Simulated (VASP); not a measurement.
A run of VASP 6.6.1 is set up as follows.

Contents of INCAR:

```
PREC = Accurate
ENCUT = 540
EDIFF = 1E-6
ISMEAR = 0
SIGMA = 0.1
LREAL = F
LASPH = T
NELM = 120
ALGO = Normal
ISIF = 2
LWAVE = F
LCHARG = F
GGA = PE
NBANDS = 46
GGA_COMPAT = F
```

KPOINTS

```
Automatic mesh
0
Gamma
  4 4 4
```

POSCAR

```
BPd4
1.0
    4.6152548200      0.0000000000      0.0000000000
    0.0000000000      4.6152548200      0.0000000000
    0.0000000000      0.0000000000      3.8225182500
B Pd
1 4
Direct
    0.5000000000      0.5000000000      0.0000000000
    0.2950103500      0.0000000000      0.5000000000
    0.7049896500      0.0000000000      0.5000000000
    0.0000000000      0.2950103500      0.5000000000
    0.0000000000      0.7049896500      0.5000000000
```

Potentials or basis: VASP PAW PBE potentials, release 64 (B, Pd_sv_GW).

The run is started by

```console
$ cat potpaw_PBE.64/B/POTCAR potpaw_PBE.64/Pd_sv_GW/POTCAR > POTCAR
$ mpirun -np 1 vasp_std > vasp.out
```

Question: What does it give for the pressure?

Answer: 148.4 GPa.

Question: Estimate the largest force.

Answer: 7.602 eV/Å.

Stress tensor (GPa, compression positive):
```
226.57   0.00   0.00
  0.00 226.57   0.00
  0.00   0.00  -7.81
```

Caveat: the k points lie up to 0.41 Å⁻¹ apart; forces of over 1 eV/Å act on the atoms, so gaps and moduli don't describe the material at rest.
